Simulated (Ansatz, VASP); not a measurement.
B in VASP and in Ansatz

```
CELL_PARAMETERS angstrom
3.52102 2.03286 0.95208
-3.52102 2.03286 0.95208
0.00000 -4.06572 0.95208
ATOMIC_POSITIONS crystal
B 0.00619 0.26336 0.00619
B 0.00619 0.00619 0.26336
B 0.26336 0.00619 0.00619
B 0.72133 0.39479 0.72133
B 0.72133 0.72133 0.39479
B 0.39479 0.72133 0.72133
```

Alike in both runs: functional PBE; k mesh 6 × 6 × 6; occupations gaussian, width 0.1 eV; no spin polarisation.

Ansatz relaxed the structure, and its values are those at the end. VASP's run is a single point on that final structure, the one shown.

|  | VASP | Ansatz |
| --- | --- | --- |
| version | VASP 6.6.1 | Ansatz 0.2.0 |
| potentials or method | VASP PAW PBE potentials, release 64 (B), cutoff 520 eV | scalar-relativistic, plane waves, PAW |
| valence electrons in the cell | 18 | 18 |

|  | VASP | Ansatz | Ansatz less VASP |
| --- | --- | --- | --- |
| gap on the k mesh at the Fermi level (eV) | none | none | - |
| pressure (GPa) | 0.0 | 0.0 | -0.02 |
| rms of the force components (eV/Å) | 0.003 | 0.004 | +0.0005 |

A gap of «none» marks a metal or a gap that the smearing closes.

The k mesh is coarse, so the values compare programs but aren't converged.
